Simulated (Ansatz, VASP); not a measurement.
MgO: VASP beside Ansatz

INCAR

```
SYSTEM = MgO
  PREC = Accurate
  ENCUT = 520
  EDIFF = 1E-6
  ISMEAR = 0
  SIGMA = 0.05
  LREAL = .False.
  LASPH = .True.
  NELM = 60
  ALGO = Normal
  ISIF = 2
  LWAVE = .False.
  LCHARG = .True.
  GGA = PS
  LELF = .True.
  LVHAR = .True.
  NBANDS = 16
```

Contents of KPOINTS:

```
regular mesh
0
Gamma
  9 9 6
  0 0 0
```

File POSCAR:

```
MgO
1.0
    3.0722000000      0.0000000000      0.0000000000
   -1.5361000000      2.6606032455      0.0000000000
    0.0000000000      0.0000000000      5.0193879762
Mg O
2 2
Direct
    0.3333333333      0.6666666667      0.0036583380
    0.6666666667      0.3333333333      0.5036583380
    0.3333333333      0.6666666667      0.4009416620
    0.6666666667      0.3333333333      0.9009416620
```

Input for Ansatz:

```yaml
crystal:
  lattice:
    - [3.0722, 0.0, 0.0]
    - [-1.5361, 2.6606032455, 0.0]
    - [0.0, 0.0, 5.0193879762]
  atoms:
    - { symbol: Mg, position: [0.3333333333, 0.6666666667, 0.003658338] }
    - { symbol: Mg, position: [0.6666666667, 0.3333333333, 0.503658338] }
    - { symbol: O, position: [0.3333333333, 0.6666666667, 0.400941662] }
    - { symbol: O, position: [0.6666666667, 0.3333333333, 0.900941662] }
basis:
  ecutwfc: 520.0
kpoints:
  mp_grid: { grid: [9, 9, 6] }
hamiltonian:
  xc: pbesol
  pseudopotentials: { kind: paw, azcp: { folder: soft_1 } }
scf:
  occupations: { method: gaussian, width: 0.05 }
output:
  forces: true
  stress: true
  eigenvalues: true
```

Alike in both runs: task single point; functional PBEsol; k mesh 9 × 9 × 6; occupations gaussian, width 0.05 eV; no spin polarisation.

```csv
,VASP,Ansatz
version,VASP 6.6.1,Ansatz 0.2.0
potentials or method,"VASP PAW PBE potentials, release 64 (Mg, O), cutoff 520 eV","scalar-relativistic, plane waves, PAW"
valence electrons in the cell,16,32
```

```csv
,VASP,Ansatz,Ansatz less VASP
gap on the k mesh at the Fermi level (eV),4.35,4.35,-0.004
least direct gap on the mesh (eV),4.35,4.35,-0.004
pressure (GPa),26.3,25.9,-0.33
"traceless stress, the component that is largest in VASP (GPa)",-17.19,-16.77,+0.420
rms of the force components (eV/Å),0.558,0.542,-0.0162
```

VASP's potentials were made for PBE, not for PBEsol, and Ansatz warns of the same on its side. Atom by atom the forces differ by 0.016 eV/Å (rms over components). With one functional, cell and mesh, what is left measures potentials, basis and numerics. VASP's potentials hold 16 valence electrons a cell and Ansatz's 32, so a difference there can come from the potentials and not from the codes.
